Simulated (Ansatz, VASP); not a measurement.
**One calculation of SiGe5, two programs**

File INCAR:

```
  PREC = Accurate
  ENCUT = 600
  EDIFF = 1E-6
  ISMEAR = 0
  SIGMA = 0.1
  LREAL = F
  LASPH = T
  NELM = 80
  ALGO = Normal
  ISIF = 3
  LWAVE = F
  LCHARG = F
  GGA = PE
  IBRION = 2
  NSW = 90
  EDIFFG = -0.04
```

KPOINTS

```
Automatic mesh
0
Gamma
  6 6 4
```

File POSCAR:

```
SiGe5
1.0
    5.4995133000      0.0000000000      0.0000000000
   -2.7497566500      4.7627182300      0.0000000000
    0.0000000000      0.0000000000      4.3390986000
Si Ge
1 5
Direct
    0.0000000000      0.0000000000      0.0000000000
    0.0000000000      0.5000000000      0.5000000000
    0.3333333300      0.6666666700      0.0000000000
    0.6666666700      0.3333333300      0.0000000000
    0.5000000000      0.0000000000      0.5000000000
    0.5000000000      0.5000000000      0.5000000000
```

Input for Ansatz:

```yaml
crystal:
  lattice:
    - [5.4995133, 0.0, 0.0]
    - [-2.74975665, 4.76271823, 0.0]
    - [0.0, 0.0, 4.3390986]
  atoms:
    - { symbol: Si, position: [0.0, 0.0, 0.0] }
    - { symbol: Ge, position: [0.0, 0.5, 0.5] }
    - { symbol: Ge, position: [0.33333333, 0.66666667, 0.0] }
    - { symbol: Ge, position: [0.66666667, 0.33333333, 0.0] }
    - { symbol: Ge, position: [0.5, 0.0, 0.5] }
    - { symbol: Ge, position: [0.5, 0.5, 0.5] }
basis:
  ecutwfc: 420
kpoints:
  mp_grid: { grid: [6, 6, 4] }
hamiltonian:
  xc: pbe
scf:
  occupations: { method: gaussian, width: 0.1 }
  lower_state_search: "off"
output:
  forces: true
  stress: true
  eigenvalues: true
relax:
  adjacent_minimum: "off"
  f_tol: 0.04
  max_steps: 70
  cell: { stress_tol: 0.4 }
```

Change from the starting cell: species swapped into the EuNi5 type (P6/mmm, No. 191).

Alike in both runs: task relaxation of cell and atoms; functional PBE; k mesh 6 × 6 × 4; occupations gaussian, width 0.1 eV; no spin polarisation.

```csv
,VASP,Ansatz
version,VASP 6.6.1,Ansatz 0.2.0
potentials or method,"VASP PAW PBE potentials, release 64 (Si, Ge_d), cutoff 600 eV","scalar-relativistic, plane waves, PAW"
valence electrons in the cell,74,74
```

|  | VASP | Ansatz | Ansatz less VASP |
| --- | --- | --- | --- |
| gap on the k mesh at the Fermi level, each at its own relaxed structure (eV) | none | none | - |
| relaxed volume (Å³/atom) | 20.66 | 20.62 | -0.037 |
| relaxed cell length with the largest relative difference (Å) | 5.310 | 5.304 | -0.0058 |

A gap of «none» marks a metal or a gap that the smearing closes.

The k mesh is coarse, so the values compare programs but aren't converged.
